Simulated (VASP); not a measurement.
A run of VASP 6.6.1:

Contents of POSCAR:

```
Ge
1.0
    0.0000000000      2.8289100000      2.8289100000
    2.8289100000      0.0000000000      2.8289100000
    2.8289100000      2.8289100000      0.0000000000
Ge
2
Direct
    0.7500000000      0.7500000000      0.7500000000
    0.5000000000      0.5000000000      0.5000000000
```

Contents of INCAR.step1:

```
SYSTEM = Ge
ALGO = Normal
EDIFF = 1E-5
ENCUT = 520
GGA = PE
ISIF = 2
ISMEAR = -1
LASPH = .TRUE.
LCHARG = .FALSE.
LREAL = .FALSE.
LWAVE = .TRUE.
NBANDS = 21
NELM = 60
PREC = Accurate
SIGMA = 0.05
```

The input INCAR.step2:

```
SYSTEM = Ge
AEXX = 0.1
ALGO = Normal
EDIFF = 1E-6
ENCUT = 520
ISIF = 2
ISMEAR = -1
ISTART = 1
LASPH = .TRUE.
LCHARG = .FALSE.
LHFCALC = .TRUE.
LMIXTAU = .TRUE.
LREAL = .FALSE.
LWAVE = .FALSE.
METAGGA = R2SCAN
NBANDS = 21
NELM = 60
PREC = Accurate
PRECFOCK = Normal
SIGMA = 0.05
```

File KPOINTS:

```
k-points
0
G
  4 4 4
  0 0 0
```

Potentials or basis: VASP PAW PBE potentials, release 64 (Ge_d).

Run with:

```sh
$ cat potpaw_PBE.64/Ge_d/POTCAR > POTCAR
$ cp INCAR.step1 INCAR
$ mpirun -np 1 vasp_std > vasp.out
$ cp INCAR.step2 INCAR
$ mpirun -np 1 vasp_std > vasp.out
```

Hardware: 1 thread of AMD EPYC 7R43 64-Core Processor (Zen 3), on a shared host.

**Question.** Estimate the wall time of this run.

**Answer.** Wall time 31 min on 1 thread of AMD EPYC 7R43 64-Core Processor (Zen 3) (shared host), peak memory 0.14 GiB. Counts: k points 8.
